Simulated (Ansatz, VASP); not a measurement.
# One calculation of Sc2SiS, two programs

```
Sc Si S
1.0
     2.48584   -2.50549    0.00000
     2.48584    2.50549    0.00000
     0.00000    0.00000    6.31837
Sc Si S
2 1 1
Direct
  0.00000 0.00000 0.50000
  0.00000 0.00000 0.00000
  0.50000 0.50000 0.00000
  0.50000 0.50000 0.50000
```

Alike in both runs: task single point; functional PBE; k mesh 6 × 6 × 4; occupations gaussian, width 0.1 eV; no spin polarisation.

```csv
,VASP,Ansatz
version,VASP 6.6.1,Ansatz 0.2.0
potentials or method,"VASP PAW PBE potentials, release 64 (Sc_sv, Si, S), cutoff 520 eV","scalar-relativistic, plane waves, PAW"
valence electrons in the cell,32,32
```

|  | VASP | Ansatz | Ansatz less VASP |
| --- | --- | --- | --- |
| gap on the k mesh at the Fermi level (eV) | none | none | - |
| pressure (GPa) | 11.6 | 11.4 | -0.20 |
| traceless stress, the component that is largest in VASP (GPa) | -7.42 | -7.15 | +0.270 |

A gap of «none» marks a metal or a gap that the smearing closes. The functional is the same, so the differences come from potentials, cutoffs and numerics.
